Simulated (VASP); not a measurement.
Input of a VASP 6.6.1 run:

File INCAR:

```
  PREC = Accurate
  ENCUT = 520
  EDIFF = 1E-6
  ISMEAR = 0
  SIGMA = 0.1
  LREAL = F
  LASPH = T
  NELM = 100
  ALGO = Fast
  ISIF = 2
  LWAVE = F
  LCHARG = T
  GGA = PE
  IVDW = 12
  LELF = T
  LVHAR = T
  NBANDS = 14
```

File KPOINTS:

```
regular mesh
0
Gamma
  21 21 6
```

POSCAR

```
Al
1.0
    2.8147782361      0.0000000000      0.0000000000
   -1.4073891181      2.4376694585      0.0000000000
    0.0000000000      0.0000000000      9.3342141975
Al
4
Direct
    0.0000000000      0.0000000000      0.0000000000
    0.3333333333      0.6666666667      0.2500000000
    0.0000000000      0.0000000000      0.5000000000
    0.6666666667      0.3333333333      0.7500000000
```

Potentials or basis: VASP PAW PBE potentials, release 64 (Al).

The run is started by

```console
$ cat potpaw_PBE.64/Al/POTCAR > POTCAR
$ mpirun -np 1 vasp_std > vasp.out
```

(1) What does it give for the band gap on the k mesh?

(2) Predict the dispersion energy per atom.

(3) What does it give for the pressure?

Results:

(1) zero (band 6 reaches 12.05 eV, above the bottom of band 7 at 6.77 eV).

(2) -0.347 eV.

(3) -0.9 GPa.

Caveat: the cell differs from its parent crystal (strain along c alone, the other axes held: +1.0 %); pairwise dispersion overbinds metals, which lowers pressure and volume.
